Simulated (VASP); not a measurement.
**LiCl: single point with HSE06**

The system is LiCl.

```
Li Cl
1.0
     0.00000    2.55604    2.55604
     2.55604    0.00000    2.55604
     2.55604    2.55604    0.00000
Li Cl
1 1
Direct
  0.00000 0.00000 0.00000
  0.50000 0.50000 0.50000
```

| Quantity | Value |
| --- | --- |
| Program | VASP 6.6.1 |
| Task | single point |
| Functional | HSE06 |
| Potentials or basis | VASP PAW PBE potentials, release 64 (Li_sv, Cl) |
| Cutoff | 520 eV |
| k mesh | 6 × 6 × 6 |
| Occupations | gaussian, width 0.01 eV |
| Spin | no spin polarisation |
| Dipole correction | no |
| Grid for exact exchange (PRECFOCK) | Normal |
| Further INCAR settings | ALGO = Normal; EDIFF = 1e-06; NBANDS = 12 |
| Share of exact exchange | 0.25 |
| Screening parameter | 0.2079 1/Å |

```
Band gap on the k mesh : 7.79 eV
```

Levels at points of the mesh, in eV from the valence-band top:
```
           k point  band 3  band 4  band 5  band 6  band 7  band 8
(0.00, 0.00, 0.00)    0.00    0.00    0.00    7.79   13.47   13.47
(0.50, 0.00, 0.00)   -3.09   -0.29   -0.29    8.13   11.00   11.00
(0.50, 0.50, 0.00)   -3.16   -1.21   -1.21    9.32    9.61   14.23
```

Wall time 13 min on 1 thread of Intel(R) Xeon(R) Platinum 8488C (Sapphire Rapids) (shared host), peak memory 0.27 GiB.

 A k mesh can miss the band edges.
